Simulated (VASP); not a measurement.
Runs of VASP 6.6.1 on Ge2P. The structure is that of space group Fm-3m (No. 225), or close to it. The cells are those of the table. 

| task | cell | k mesh | cutoff (eV) | gap on the mesh (eV) | pressure (GPa) |
| --- | --- | --- | --- | --- | --- |
| single point | a = 4.428 Å, angles 60.0°, 3 atoms | 12 × 12 × 12 | 520 | none | (a) |
| single point | a = 4.425 Å, angles 60.0°, 3 atoms | 6 × 6 × 6 | 520 | none | 0.0 |
| relaxation of cell and atoms | relaxed from a = 4.079 Å, angles 60.0°, 3 atoms | 6 × 6 × 6 | 600 | none | 0.2 |
| relaxation of cell and atoms | relaxed from a = 4.425 Å, angles 60.0°, 3 atoms | 12 × 12 × 12 | 600 | none | 0.1 |
| single point | a = 4.079 Å, angles 60.0°, 3 atoms | 6 × 6 × 6 | 520 | none | 20.0 |

Alike in all rows: level PBE; potentials or basis VASP PAW PBE potentials, release 64 (Ge_d, P); no spin polarisation; smearing gaussian 0.1 eV.

Q: Estimate the missing entries.

A: (a) -0.1.

Caveats: the relaxation stopped at its first step, so nothing moved (some runs).

A k mesh can miss the band edges, and the runs leave out spin-orbit coupling on Ge.

A gap of «none» marks levels without a gap at the run's occupations.
